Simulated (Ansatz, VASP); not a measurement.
## Au: VASP beside Ansatz

```
CELL_PARAMETERS angstrom
-1.63241 1.63241 1.68213
1.63241 -1.63241 1.68213
1.63241 1.63241 -1.68213
ATOMIC_POSITIONS crystal
Au 0.00000 0.00000 0.00000
```

Change from the starting cell: strain -0.015 along x and y, +0.015 along z, atoms carried along.

Alike in both runs: task single point; functional PBEsol; k mesh 20 × 20 × 20; occupations gaussian, width 0.15 eV; no spin polarisation.

|  | VASP | Ansatz |
| --- | --- | --- |
| version | VASP 6.6.1 | Ansatz 0.2.0 |
| potentials or method | VASP PAW PBE potentials, release 64 (Au), cutoff 520 eV | scalar-relativistic, plane waves, PAW |
| valence electrons in the cell | 11 | 19 |

```tsv
	VASP	Ansatz	Ansatz less VASP
gap on the k mesh at the Fermi level (eV)	none	none	-
pressure (GPa)	-7.8	-7.6	+0.23
traceless stress, the component that is largest in VASP (GPa)	0.09	0.09	-0.005
```

VASP's potentials were made for PBE, not for PBEsol. A gap of «none» marks a metal or a gap that the smearing closes. VASP's potentials hold 11 valence electrons a cell and Ansatz's 19, so a difference there can come from the potentials and not from the codes.

Spin-orbit coupling is off throughout.
